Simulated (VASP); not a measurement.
Wanted: the native input for a VASP 6.6.1 run.

```yaml
Task: single point
Functional: LDA
Potentials_or_basis: VASP PAW LDA potentials, release 64 (Cu)
Cutoff: 520 eV
k_mesh: 14 × 14 × 14
Occupations: methfessel-paxton, width 0.1 eV
Spin: no spin polarisation
Dipole_correction: no
Further_INCAR_settings: ALGO = Normal; EDIFF = 1e-06; NBANDS = 12
```

The structure of Cu lies in POSCAR:

```
Cu
1.0
    0.0000000000      1.8312856224      1.8312856224
    1.8312856224      0.0000000000      1.8312856224
    1.8312856224      1.8312856224      0.0000000000
Cu
1
Direct
    0.0000000000      0.0000000000      0.0000000000
```

These files were run (other wordings do the same):

INCAR

```
  ALGO = Normal
  EDIFF = 1E-6
  ENCUT = 520
  ISIF = 2
  ISMEAR = 1
  LASPH = T
  LCHARG = F
  LREAL = F
  LWAVE = F
  NBANDS = 12
  NELM = 60
  PREC = Accurate
  SIGMA = 0.1
```

KPOINTS

```
k-points
0
Gamma
  14 14 14
```

Potentials or basis: VASP PAW LDA potentials, release 64 (Cu).

Launch:

```bash
$ cat potpaw_LDA.64/Cu/POTCAR > POTCAR
$ mpirun -np 1 vasp_std > vasp.out
```

It gave:

* Pressure: -16.0 GPa

Run time: 7.8 s on 1 thread of Intel(R) Xeon(R) Platinum 8488C (Sapphire Rapids), with other jobs on the host, peak memory 0.12 GiB.
